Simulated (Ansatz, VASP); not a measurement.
# Two plane-wave programs on BaTiO3

```xyz
5
Lattice="4.0524 0.0000 0.0000 0.0000 4.0524 0.0000 0.0000 0.0000 4.0709" Properties=species:S:1:pos:R:3 pbc="T T T"
Ba    0.0000    0.0000   -0.0273
Ti    2.0262    2.0262    1.9430
O     2.0262    2.0262    0.1169
O     2.0262    0.0000    2.0938
O     0.0000    2.0262    2.0938
```

Change from the starting cell: volume scaled by 1.04, ions relaxed.

Alike in both runs: functional PBE; k mesh 8 × 8 × 8; occupations fermi-dirac, width 0.02 eV; no spin polarisation.

Ansatz relaxed the structure, and its values are those at the end. VASP's run is a single point on that final structure, the one shown.

```csv
,VASP,Ansatz
version,VASP 6.6.1,Ansatz 0.2.0
potentials or method,"VASP PAW PBE potentials, release 64 (Ba_sv, Ti_sv, O)","plane-wave PAW, scalar-relativistic"
plane-wave cutoff (eV),520,420
valence electrons in the cell,40,40
```

```tsv
	VASP	Ansatz	Ansatz less VASP
gap on the k mesh at the Fermi level (eV)	1.74	1.81	+0.062
pressure (GPa)	-0.5	-2.1	-1.55
rms of the force components (eV/Å)	0.030	0.000	-0.0301
```

Ansatz's warnings: stress scf threshold loose.

Neither program's run includes spin-orbit coupling.
